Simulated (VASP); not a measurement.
Write the native input for VASP 6.6.1 that does the following.

```
Task                   : single point
Functional             : PBE
Potentials or basis    : VASP PAW PBE potentials, release 64 (Sn_d, O)
Cutoff                 : 520 eV
k mesh                 : 6 × 6 × 4
Occupations            : fermi-dirac, width 0.05 eV
Spin                   : no spin polarisation
Dipole correction      : no
Further INCAR settings : ALGO = Normal; EDIFF = 1e-06; NBANDS = 28
```

The structure of SnO (Romarchite) lies in POSCAR:

```
SnO
1.0
    3.8112200263      0.0000000000      0.0000000000
    0.0000000000      3.8112200263      0.0000000000
    0.0000000000      0.0000000000      4.8568825102
Sn O
2 2
Direct
    0.5000000000      0.0000000000      0.2369000000
    0.0000000000      0.5000000000      0.7631000000
    0.0000000000      0.0000000000      0.0000000000
    0.5000000000      0.5000000000      0.0000000000
```

The input as run:

INCAR

```
SYSTEM = SnO
PREC = Accurate
ENCUT = 520
EDIFF = 1E-6
ISMEAR = -1
SIGMA = 0.05
LREAL = .FALSE.
LASPH = .TRUE.
NELM = 60
ALGO = Normal
ISIF = 2
LWAVE = .FALSE.
LCHARG = .TRUE.
GGA = PE
LELF = .TRUE.
LVHAR = .TRUE.
NBANDS = 28
```

KPOINTS

```
Automatic mesh
0
G
  6 6 4
  0 0 0
```

Potentials or basis: VASP PAW PBE potentials, release 64 (Sn_d, O).

The run is started by

```console
$ cat potpaw_PBE.64/Sn_d/POTCAR potpaw_PBE.64/O/POTCAR > POTCAR
$ mpirun -np 1 vasp_std > vasp.out
```

Results of the run:

| Item | Value |
| --- | --- |
| Pressure | 4.0 GPa |
| Largest force | 0.459 eV/Å |
| Band gap on the k mesh | 0.11 eV, indirect (least direct gap 1.99 eV) |

Caveat: spin-orbit coupling is left out, which moves the levels of the heavy elements.

Wall time 19 s on 1 thread of Intel(R) Xeon(R) 6975P-C (Granite Rapids) (shared host), peak memory 0.19 GiB.
